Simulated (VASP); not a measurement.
**Nd3Au: relaxation of cell and atoms with PBE**

The system is Nd3Au.

```
Nd Au
1.0
     0.00000    3.81831    3.81831
     3.81831    0.00000    3.81831
     3.81831    3.81831    0.00000
Nd Au
3 1
Direct
  0.25000 0.25000 0.25000
  0.75000 0.75000 0.75000
  0.50000 0.50000 0.50000
  0.00000 0.00000 0.00000
```

The cell was generated, and may not be a known phase.

| Property | Result |
| --- | --- |
| Program | VASP 6.6.1 |
| Task | relaxation of cell and atoms |
| Functional | PBE |
| Potentials or basis | VASP PAW PBE potentials, release 64 (Nd_3, Au), 4f in core |
| Cutoff | 500 eV |
| k mesh | 10 × 10 × 10 |
| Occupations | gaussian, width 0.1 eV |
| Spin | no spin polarisation |
| Dipole correction | no |
| Further INCAR settings | ALGO = Normal; EDIFF = 1e-07; IBRION = 2; EDIFFG = -0.01; NSW = 100; ISIF = 3 |

```yaml
Relaxed_volume: 28.27 Å³/atom
Relaxed_cell: a = 5.428 Å, b = 5.428 Å, c = 5.428 Å, α = 60.00°, β = 60.00°, γ = 60.00°
Space_group_after_relaxing_to_0.1_Å: Fm-3m (No. 225)
Energy_gained_by_relaxing: 0.9 meV/atom
Ionic_steps: 2
Pressure_after_relaxing: 0.0 GPa
Band_gap_on_the_k_mesh: zero (bands 22 and 23 overlap by 0.78 eV)
```

The path:
```tsv
step	energy change (eV)	largest force (eV/Å)	pressure (GPa)	volume (Å³)
1	0.0000	0.0000	0.63	111.34
2	-0.0035	0.0000	0.02	113.10
```

Final structure:
```
CELL_PARAMETERS angstrom
0.00000 3.83831 3.83831
3.83831 0.00000 3.83831
3.83831 3.83831 0.00000
ATOMIC_POSITIONS crystal
Nd 0.25000 0.25000 0.25000
Nd 0.75000 0.75000 0.75000
Nd 0.50000 0.50000 0.50000
Au 0.00000 0.00000 0.00000
```

Levels at points of the mesh, in eV from the Fermi level:
| k point | band 20 | band 21 | band 22 | band 23 | band 24 | band 25 |
| --- | --- | --- | --- | --- | --- | --- |
| (0.00, 0.00, 0.00) | -0.63 | -0.56 | -0.56 | -0.56 | 0.93 | 0.93 |
| (0.50, 0.00, 0.00) | -1.06 | -1.06 | -0.17 | 0.01 | 0.01 | 1.58 |
| (0.50, 0.50, 0.00) | -0.79 | -0.03 | 0.15 | 0.31 | 0.31 | 1.16 |

It took 2.7 min on 1 thread of AMD EPYC 9R45 96-Core Processor (Zen 5) (shared host), peak memory 0.28 GiB.

Caveat: spin-orbit coupling is left out, which moves the levels of the heavy elements; the 4f electrons are frozen in the core, so they carry no moment and show no levels. Spin polarisation is off, so any magnetic state and its effect on volume and gap are missing.
